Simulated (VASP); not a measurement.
Write the native input for VASP 6.6.1 that does the following.

| Quantity | Value |
| --- | --- |
| Task | G0W0 quasiparticle levels |
| Functional | PBE |
| Potentials or basis | VASP PAW PBE potentials, release 64 (Al_GW, N_GW) |
| Cutoff | 500 eV |
| k mesh | 5 × 5 × 5 |
| Occupations | gaussian, width 0.01 eV |
| Spin | no spin polarisation |
| Dipole correction | no |
| GW scheme | G0W0 |
| GW iterations | 1 |
| Cutoff of the response function | 200 |
| Frequency points | 96 |
| Empty bands | 130 |
| Further INCAR settings | ALGO = EVGW0; EDIFF = 1e-08; NBANDS = 134 |

Crystal: AlN.

```xyz
2
Lattice="0.0000 2.1840 2.1840 2.1840 0.0000 2.1840 2.1840 2.1840 0.0000" Properties=species:S:1:pos:R:3 pbc="T T T"
Al    0.0000    0.0000    0.0000
N     1.0920    1.0920    1.0920
```

The input as run:

POSCAR

```
AlN
1.0
    0.0000000000      2.1839935596      2.1839935596
    2.1839935596      0.0000000000      2.1839935596
    2.1839935596      2.1839935596      0.0000000000
Al N
1 1
Direct
    0.0000000000      0.0000000000      0.0000000000
    0.2500000000      0.2500000000      0.2500000000
```

INCAR.step1

```
ALGO = Normal ; EDIFF = 1E-8
ENCUT = 500 ; GGA = PE
ISMEAR = 0 ; LASPH = T
LCHARG = F ; LREAL = F
LWAVE = T ; NELM = 60
PREC = Accurate ; SIGMA = 0.01
```

INCAR.step2

```
ALGO = Exact ; EDIFF = 1E-8
ENCUT = 500 ; GGA = PE
ISMEAR = 0 ; ISTART = 1
LASPH = T ; LCHARG = F
LOPTICS = T ; LREAL = F
LWAVE = T ; NBANDS = 134
NELM = 1 ; PREC = Accurate
SIGMA = 0.01
```

INCAR.step3

```
ALGO = EVGW0 ; EDIFF = 1E-8
ENCUT = 500 ; ENCUTGW = 200
GGA = PE ; ISMEAR = 0
ISTART = 1 ; LASPH = T
LCHARG = F ; LREAL = F
LWAVE = F ; NBANDS = 134
NBANDSGW = 12 ; NELMGW = 1
NOMEGA = 96 ; OMEGAMAX = 20
PREC = Accurate ; PRECFOCK = Fast
SIGMA = 0.01
```

KPOINTS

```
k-points
0
Gamma
  5 5 5
```

Potentials or basis: VASP PAW PBE potentials, release 64 (Al_GW, N_GW).

Launch:

```bash
$ cat potpaw_PBE.64/Al_GW/POTCAR potpaw_PBE.64/N_GW/POTCAR > POTCAR
$ cp INCAR.step1 INCAR
$ mpirun -np 1 vasp_std > vasp.out
$ cp INCAR.step2 INCAR
$ mpirun -np 1 vasp_std > vasp.out
$ cp INCAR.step3 INCAR
$ mpirun -np 1 vasp_std > vasp.out
```

It gave:

* Quasiparticle gap: 5.34 eV
* Least direct quasiparticle gap: 5.83 eV
* Band gap of the starting levels on the mesh: 3.89 eV
* Least direct gap of the starting levels on the mesh: 4.19 eV

Caveat: the k points lie up to 0.50 Å⁻¹ apart; bands, screening cutoff and mesh are small and nothing is extrapolated, so the quasiparticle values aren't converged.

Wall time 64 s on 1 thread of Intel(R) Xeon(R) 6975P-C (Granite Rapids), with other jobs on the host, peak memory 0.37 GiB.
